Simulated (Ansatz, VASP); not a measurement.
# CdTe: VASP beside Ansatz

File POSCAR:

```
CdTe
1.0
    0.0000000000      3.2851250000      3.1248750000
    3.2851250000      0.0000000000      3.1248750000
    3.2851250000      3.2851250000      0.0000000000
Cd Te
1 1
Direct
    0.0000000000      0.0000000000      0.0000000000
    0.7500000000      0.7500000000      0.7500000000
```

The input INCAR.step1:

```
PREC = Accurate ; ENCUT = 520
ISMEAR = 0 ; SIGMA = 0.05
LREAL = False ; LASPH = True
NELM = 80 ; NBANDS = 16
GGA = PE ; ALGO = Normal
EDIFF = 1E-4 ; LWAVE = True
LCHARG = False
```

Contents of INCAR.step2:

```
PREC = Accurate ; ENCUT = 520
EDIFF = 1E-6 ; ISMEAR = 0
SIGMA = 0.05 ; LREAL = False
LASPH = True ; NELM = 80
ALGO = Normal ; ISIF = 2
LWAVE = False ; LCHARG = False
METAGGA = R2SCAN ; LMIXTAU = True
NBANDS = 16 ; ISTART = 1
```

Contents of KPOINTS:

```
Automatic mesh
0
Gamma
  8 8 8
```

Input for Ansatz:

```yaml
crystal:
  lattice:
    - [0.0, 3.285125, 3.124875]
    - [3.285125, 0.0, 3.124875]
    - [3.285125, 3.285125, 0.0]
  atoms:
    - { symbol: Cd, position: [0.0, 0.0, 0.0] }
    - { symbol: Te, position: [0.75, 0.75, 0.75] }
basis:
  ecutwfc: 500
kpoints:
  mp_grid: { grid: [8, 8, 8] }
hamiltonian:
  xc: r2scan
scf:
  occupations: { method: gaussian, width: 0.05 }
output:
  forces: true
  stress: true
  eigenvalues: true
```

Change from the starting cell: strain +0.025 along x and y, -0.025 along z, atoms carried along.

Alike in both runs: task single point; functional r2SCAN; k mesh 8 × 8 × 8; occupations gaussian, width 0.05 eV; no spin polarisation.

```csv
,VASP,Ansatz
version,VASP 6.6.1,Ansatz 0.2.0
potentials or method,"VASP PAW PBE potentials, release 64 (Cd, Te), cutoff 520 eV","scalar-relativistic, plane waves, PAW"
valence electrons in the cell,18,36
```

|  | VASP | Ansatz | Ansatz less VASP |
| --- | --- | --- | --- |
| gap on the k mesh at the Fermi level (eV) | 1.19 | 1.20 | +0.005 |
| least direct gap on the mesh (eV) | 1.19 | 1.20 | +0.005 |
| pressure (GPa) | 2.1 | 1.9 | -0.13 |
| traceless stress, the component that is largest in VASP (GPa) | 0.45 | 0.45 | -0.001 |

VASP's potentials were made for PBE, not for r2SCAN. With one functional, cell and mesh, what is left measures potentials, basis and numerics. VASP's potentials hold 18 valence electrons a cell and Ansatz's 36, so a difference there can come from the potentials and not from the codes.

Spin-orbit coupling is off throughout.
